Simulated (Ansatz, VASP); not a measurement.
**One calculation of Li, two programs**

```
Li
1.0
     0.00000   -2.09548   -2.09548
     0.00000    2.09548   -2.09548
     4.19096    0.00000    0.00000
Li
2
Direct
  0.60141 0.44927 0.50000
  0.89859 0.05073 0.00000
```

Change from the starting cell: mode 4 frozen in at -0.319 Å and mode 5 at -0.106 Å (largest displacements).

Alike in both runs: task single point; functional PBEsol; dispersion D3(BJ); k mesh 16 × 16 × 10; occupations gaussian, width 0.15 eV; no spin polarisation.

|  | VASP | Ansatz |
| --- | --- | --- |
| version | VASP 6.6.1 | Ansatz 0.2.0 |
| potentials or method | VASP PAW PBE potentials, release 64 (Li_sv), cutoff 520 eV | scalar-relativistic, plane waves, PAW |
| valence electrons in the cell | 6 | 6 |

```tsv
	VASP	Ansatz	Ansatz less VASP
gap on the k mesh at the Fermi level (eV)	none	none	-
rms of the force components (eV/Å)	0.275	0.275	-0.0003
```

VASP's potentials were made for PBE, not for PBEsol. Atom by atom the forces differ by 0.000 eV/Å (rms over components). A gap of «none» marks a metal or a gap that the smearing closes.

Noted on VASP's run: the cutoff is under 1.25 times that of the potentials, so the pressure is a little rough.
